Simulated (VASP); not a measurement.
Input of a VASP 6.6.1 run:

INCAR

```
SYSTEM = SnTe
PREC = Accurate
ENCUT = 520
EDIFF = 1E-6
ISMEAR = 0
SIGMA = 0.03
LREAL = .False.
LASPH = .True.
NELM = 80
ALGO = Normal
ISIF = 2
LWAVE = .False.
LCHARG = .False.
GGA = PE
NBANDS = 17
```

File KPOINTS:

```
regular mesh
0
Gamma
  10 10 10
  0 0 0
```

File POSCAR:

```
SnTe
1.0
   -0.1509100832      3.0828774132      3.0828774132
    3.0828774132     -0.1509100832      3.0828774132
    3.0828774132      3.0828774132     -0.1509100832
Sn Te
1 1
Direct
    0.0000000000      0.0000000000      0.0000000000
    0.5000000000      0.5000000000      0.5000000000
```

Potentials or basis: VASP PAW PBE potentials, release 64 (Sn_d, Te).

Run with:

```sh
$ cat potpaw_PBE.64/Sn_d/POTCAR potpaw_PBE.64/Te/POTCAR > POTCAR
$ mpirun -np 1 vasp_std > vasp.out
```

(1) What does it give for the pressure?

(2) What does it give for the band gap on the k mesh?

Answers

(1) 1.9 GPa.

(2) zero (band 10 reaches 6.90 eV, above the bottom of band 11 at 6.56 eV).

Caveat: spin-orbit coupling is left out, which moves the levels of the heavy elements.
